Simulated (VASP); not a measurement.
A run of VASP 6.6.1:

Contents of INCAR:

```
  PREC = Accurate
  ENCUT = 520
  EDIFF = 1E-6
  ISMEAR = 0
  SIGMA = 0.02
  LREAL = Auto
  LASPH = T
  NELM = 100
  ALGO = Fast
  ISIF = 2
  LWAVE = F
  LCHARG = T
  GGA = PE
  LELF = T
  LVHAR = T
  NBANDS = 92
```

KPOINTS

```
regular mesh
0
Gamma
  3 3 3
```

Contents of POSCAR:

```
In9P8
1.0
    0.0000000000      5.9597880294     -5.9597880294
   -5.9597880294      0.0000000000     -5.9597880294
   -5.9597880294      5.9597880294      0.0000000000
In P
9 8
Direct
    0.5109909086     -0.0073936354      0.5106028075
   -0.0070880038      0.9929333008      0.5106661487
    0.5012983659      0.5014819294      0.5019262405
   -0.0073547918      0.5108866263      0.5106203417
    0.5110310107     -0.0073141024     -0.0072213139
    0.0020015813      1.0018785854      0.0016222053
    0.5109591960      0.5108247953     -0.0074535369
   -0.0072754265      0.5109290775     -0.0071655233
    0.2520956270      0.2519330373      0.2516093681
    0.6344688740      0.1242748897      0.1241445159
    0.1244733867      0.1243977129      0.1242044174
    0.6249258332      0.6248971409      0.1322809630
    0.1243779135      0.6343423594      0.1241616306
    0.6250742445      0.1319353971      0.6249732342
    0.1244417581      0.1243662520      0.6340863939
    0.6248628276      0.6248324574      0.6247686967
    0.1318051911      0.6251029368      0.6250267596
```

Potentials or basis: VASP PAW PBE potentials, release 64 (In_d, P).

Run with:

```bash
$ cat potpaw_PBE.64/In_d/POTCAR potpaw_PBE.64/P/POTCAR > POTCAR
$ mpirun -np 1 vasp_std > vasp.out
```

Hardware: 1 thread of AMD EPYC 9755 128-Core Processor (shared host).

Estimate the wall time of this run.

It took 34 min on 1 thread of AMD EPYC 9755 128-Core Processor, with other jobs on the host, peak memory 0.71 GiB. Counts: scf iterations 22, k points 14.
